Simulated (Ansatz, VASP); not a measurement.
## Rh in VASP and in Ansatz

```
Rh
1.0
     0.00000    1.90299    1.90299
     1.90299    0.00000    1.90299
     1.90299    1.90299    0.00000
Rh
1
Direct
  0.00000 0.00000 0.00000
```

Alike in both runs: task single point; functional PBEsol; k mesh 25 × 25 × 25; occupations methfessel-paxton of order 1, width 0.001 eV; no spin polarisation.

|  | VASP | Ansatz |
| --- | --- | --- |
| version | VASP 6.6.1 | Ansatz 0.2.0 |
| potentials or method | VASP PAW PBE potentials, release 64 (Rh_pv), cutoff 520 eV | all-electron LAPW, scalar-relativistic |

```tsv
	VASP	Ansatz	Ansatz less VASP
gap on the k mesh at the Fermi level (eV)	none	none	-
pressure (GPa)	-5.9	-5.8	+0.07
```

VASP's potentials were made for PBE, not for PBEsol. A gap of «none» marks a metal or a gap that the smearing closes. Ansatz ran all-electron here, and VASP with PAW potentials.
